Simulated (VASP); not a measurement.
Wanted: the native input for a VASP 6.6.1 run.

```
Task                   : single point
Functional             : PBE
Dispersion             : D3(BJ)
Potentials or basis    : VASP PAW PBE potentials, release 64 (As)
Cutoff                 : 520 eV
k mesh                 : 9 × 9 × 1
Occupations            : gaussian, width 0.02 eV
Spin                   : no spin polarisation
Dipole correction      : yes
Further INCAR settings : ALGO = Normal; EDIFF = 1e-06; NBANDS = 12
```

The structure of As lies in POSCAR:

```
As
1.0
    3.6350000000      0.0000000000      0.0000000000
   -1.8175000000      3.1480023428      0.0000000000
    0.0000000000      0.0000000000     28.5742413766
As
2
Direct
    0.3333333333      0.6666666667      0.4842865470
    0.6666666667      0.3333333333      0.5157134530
```

One way to write it, as run:

INCAR

```
PREC = Accurate
ENCUT = 520
EDIFF = 1E-6
ISMEAR = 0
SIGMA = 0.02
LREAL = False
LASPH = True
NELM = 80
ALGO = Normal
ISIF = 2
LWAVE = False
LCHARG = False
LDIPOL = True
IDIPOL = 3
DIPOL = 0.5 0.5 0.500
GGA = PE
IVDW = 12
NBANDS = 12
```

KPOINTS

```
Automatic mesh
0
Gamma
  9 9 1
```

Potentials or basis: VASP PAW PBE potentials, release 64 (As).

Command:

```sh
$ cat potpaw_PBE.64/As/POTCAR > POTCAR
$ mpirun -np 1 vasp_std > vasp.out
```

Results of the run:

The largest force is 4.853 eV/Å. The band gap on the k mesh is zero (band 5 reaches -3.14 eV, above the bottom of band 6 at -3.39 eV) and the dispersion energy per atom is -0.210 eV.

Wall time 100 s on 1 thread of Intel(R) Xeon(R) Platinum 8259CL CPU @ 2.50GHz (Skylake/Cascade Lake), with other jobs on the host, peak memory 0.42 GiB.
